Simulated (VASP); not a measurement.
**HgTe: single point with PBE**

HgTe:

```
CELL_PARAMETERS angstrom
0.00000 3.32422 3.32422
3.32422 0.00000 3.32422
3.32422 3.32422 0.00000
ATOMIC_POSITIONS crystal
Hg 0.01203 0.01203 0.98797
Te 0.25000 0.25000 0.25000
```

This cell differs from its parent crystal: atom 1 (Hg) moved 0.08 Å along z.

- Program: VASP 6.6.1
- Task: single point
- Functional: PBE
- Potentials or basis: VASP PAW PBE potentials, release 64 (Hg, Te)
- Cutoff: 520 eV
- k mesh: 10 × 10 × 10
- Occupations: gaussian, width 0.05 eV
- Spin: no spin polarisation
- Dipole correction: no
- Further INCAR settings: ALGO = Normal; EDIFF = 1e-06; NBANDS = 16

```
Pressure               : 0.2 GPa
Largest force          : 0.218 eV/Å
Band gap on the k mesh : 0.02 eV
```

Forces on the atoms (eV/Å):
```
Hg   0.000  0.000 -0.218
Te   0.000  0.000  0.218
```

Stress tensor (GPa, compression positive):
```
0.19 0.63 0.00
0.63 0.19 0.00
0.00 0.00 0.12
```

Levels at points of the mesh, in eV from the valence-band top:
```
           k point  band 5  band 6  band 7  band 8  band 9  band 10  band 11  band 12  band 13  band 14
(0.00, 0.00, 0.00)   -6.49   -6.48   -0.94   -0.06    0.00     0.02     4.32     4.35     4.43     6.49
(0.50, 0.00, 0.00)   -6.45   -6.21   -4.86   -0.90   -0.74     0.60     4.91     5.22     6.73     7.75
(0.00, 0.00, 0.50)   -6.46   -6.26   -5.08   -0.95   -0.79     0.79     4.98     5.28     6.84     7.73
(0.50, 0.50, 0.00)   -6.44   -6.12   -4.99   -1.96   -1.93     1.86     2.72     7.91     8.39     8.62
(0.00, 0.50, 0.50)   -6.43   -6.12   -5.00   -1.95   -1.93     1.90     2.68     7.91     8.50     8.51
```

Wall time 64 s on 1 thread of Intel(R) Xeon(R) 6975P-C (Granite Rapids), on a shared host, peak memory 0.36 GiB.

Caveat: the cell differs from its parent crystal (atom 1 (Hg) moved 0.08 Å along z); spin-orbit coupling is left out, which moves the levels of the heavy elements. A k mesh can miss the band edges.
